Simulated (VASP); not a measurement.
Input of a VASP 6.6.1 run:

INCAR

```
ALGO     = Normal         # electronic algorithm
EDIFF    = 1E-6           # SCF threshold, eV
EDIFFG   = -0.015         # ionic threshold
ENCUT    = 600            # plane-wave cutoff, eV
GGA      = PS             # functional
IBRION   = 2              # ionic algorithm
ISIF     = 3              # what is computed and relaxed
ISMEAR   = 0              # smearing method
LASPH    = T              # aspherical terms in the spheres
LCHARG   = F              # write CHGCAR
LREAL    = F              # projectors in reciprocal space
LWAVE    = F              # write WAVECAR
NELM     = 80             # most SCF steps
NSW      = 80             # ionic steps
PREC     = Accurate       # precision mode
SIGMA    = 0.02           # smearing width, eV
```

KPOINTS

```
k-points
0
Gamma
  6 6 6
```

POSCAR

```
BeTe
1.0
    5.6059105095      0.0000000000      0.0000000000
    0.0000000000     -5.6059105095      0.0000000000
    0.0000000000      0.0000000000     -5.6059105095
Be Te
4 4
Direct
    0.0000000000      0.0000000000      0.0000000000
    0.5000000000      0.5000000000      0.0000000000
    0.5000000000      0.0000000000      0.5000000000
    0.0000000000      0.5000000000      0.5000000000
    0.7500000000      0.7500000000      0.7500000000
    0.2500000000      0.2500000000      0.7500000000
    0.2500000000      0.7500000000      0.2500000000
    0.7500000000      0.2500000000      0.2500000000
```

Potentials or basis: VASP PAW PBE potentials, release 64 (Be, Te).

The run is started by

```bash
$ cat potpaw_PBE.64/Be/POTCAR potpaw_PBE.64/Te/POTCAR > POTCAR
$ mpirun -np 1 vasp_std > vasp.out
```

Problem. Estimate the relaxed volume.

Solution. 22.11 Å³/atom.

Problem. Predict the space group after relaxing (to 0.1 Å).

Solution. F-43m (No. 216).

Final structure:
```yaml
crystal:
  lattice:
    - [5.61379, 0.00000, 0.00000]
    - [0.00000, -5.61379, 0.00000]
    - [0.00000, 0.00000, -5.61379]
  atoms:
    - { symbol: Be, position: [0.00000, 0.00000, 0.00000] }
    - { symbol: Be, position: [0.50000, 0.50000, 0.00000] }
    - { symbol: Be, position: [0.50000, 0.00000, 0.50000] }
    - { symbol: Be, position: [0.00000, 0.50000, 0.50000] }
    - { symbol: Te, position: [0.75000, 0.75000, 0.75000] }
    - { symbol: Te, position: [0.25000, 0.25000, 0.75000] }
    - { symbol: Te, position: [0.25000, 0.75000, 0.25000] }
    - { symbol: Te, position: [0.75000, 0.25000, 0.25000] }
```

Caveat: the PAW data sets were made with another functional, which shifts forces and pressure a little.
